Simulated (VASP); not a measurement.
C:

```
C
1.0
     0.00000    1.75088    1.88219
     1.75088    0.00000    1.88219
     1.75088    1.75088    0.00000
C
2
Direct
  0.50000 0.50000 0.50000
  0.75000 0.75000 0.75000
```

This cell differs from its parent crystal: volume 5.770 Å^3 an atom, c/a of the conventional cell 1.0750.

Base run:

```yaml
Program: VASP 6.6.1
Functional: LDA
Potentials_or_basis: VASP PAW LDA potentials, release 64 (C_h)
Cutoff: 910 eV
k_mesh: 12 × 12 × 12
Occupations: gaussian, width 0.05 eV
Spin: no spin polarisation
```

Its results: band gap on the k mesh 3.19 eV, indirect (least direct gap 4.86 eV); pressure -19.3 GPa.

Task: The run is repeated on the same cell with these changes: potentials or basis from VASP PAW LDA potentials, release 64 (C_h) to VASP PAW LDA potentials, release 64 (C); cutoff from 910 eV to 520 eV. What comes out?

Result: Band gap on the k mesh 3.19 eV, indirect (least direct gap 4.86 eV); pressure -18.5 GPa.

Caveats: the cutoff is under 1.25 times the usual one of these potentials, so pressure, stress and relaxed cells hold a basis-set (Pulay) error (some runs).

A k mesh can miss the band edges.
